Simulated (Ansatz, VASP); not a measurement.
**Two plane-wave programs on SnO2**

File INCAR:

```
PREC     = Accurate       # precision mode
ENCUT    = 600            # plane-wave cutoff, eV
EDIFF    = 1E-6           # SCF threshold, eV
ISMEAR   = 0              # smearing method
SIGMA    = 0.1            # smearing width, eV
LREAL    = False          # projectors in reciprocal space
LASPH    = True           # aspherical terms in the spheres
NELM     = 100            # most SCF steps
ALGO     = Normal         # electronic algorithm
ISIF     = 3              # what is computed and relaxed
LWAVE    = False          # write WAVECAR
LCHARG   = False          # write CHGCAR
GGA      = PE             # functional
IBRION   = 2              # ionic algorithm
NSW      = 90             # ionic steps
EDIFFG   = -0.04          # ionic threshold
```

Contents of KPOINTS:

```
Automatic mesh
0
Gamma
  4 4 6
```

The input POSCAR:

```
SnO2
1.0
    4.7648180450      0.0000000000      0.0000000000
    0.0000000000      4.7648180450      0.0000000000
    0.0000000000      0.0000000000      3.2074997700
Sn O
2 4
Direct
    0.5000000000      0.5000000000      0.5000000000
    0.0000000000      0.0000000000      0.0000000000
    0.1940277000      0.8059723000      0.5000000000
    0.8059723000      0.1940277000      0.5000000000
    0.3059723000      0.3059723000      0.0000000000
    0.6940277000      0.6940277000      0.0000000000
```

Input for Ansatz:

```yaml
crystal:
  lattice:
    - [4.764818045, 0.0, 0.0]
    - [0.0, 4.764818045, 0.0]
    - [0.0, 0.0, 3.20749977]
  atoms:
    - { symbol: Sn, position: [0.5, 0.5, 0.5] }
    - { symbol: Sn, position: [0.0, 0.0, 0.0] }
    - { symbol: O, position: [0.1940277, 0.8059723, 0.5] }
    - { symbol: O, position: [0.8059723, 0.1940277, 0.5] }
    - { symbol: O, position: [0.3059723, 0.3059723, 0.0] }
    - { symbol: O, position: [0.6940277, 0.6940277, 0.0] }
basis:
  ecutwfc: 420
kpoints:
  mp_grid: { grid: [4, 4, 6] }
hamiltonian:
  xc: pbe
scf:
  occupations: { method: gaussian, width: 0.1 }
  lower_state_search: "off"
output:
  forces: true
  stress: true
  eigenvalues: true
relax:
  adjacent_minimum: "off"
  f_tol: 0.04
  max_steps: 70
  cell: { stress_tol: 0.4 }
```

Alike in both runs: task relaxation of cell and atoms; functional PBE; k mesh 4 × 4 × 6; occupations gaussian, width 0.1 eV; no spin polarisation.

|  | VASP | Ansatz |
| --- | --- | --- |
| version | VASP 6.6.1 | Ansatz 0.2.0 |
| potentials or method | VASP PAW PBE potentials, release 64 (Sn_d, O), cutoff 600 eV | scalar-relativistic, plane waves, PAW |
| valence electrons in the cell | 52 | 52 |

Ansatz gave:

```
gap on the k mesh at the Fermi level, each at its own relaxed structure (eV) : 0.68
relaxed volume (Å³/atom)                                                     : 12.57
relaxed cell length with the largest relative difference (Å)                 : 3.241
```

Problem. Estimate VASP's values.

Solution. gap on the k mesh at the Fermi level, each at its own relaxed structure (eV): 0.64; relaxed volume (Å³/atom): 12.59; relaxed cell length with the largest relative difference (Å): 3.245.
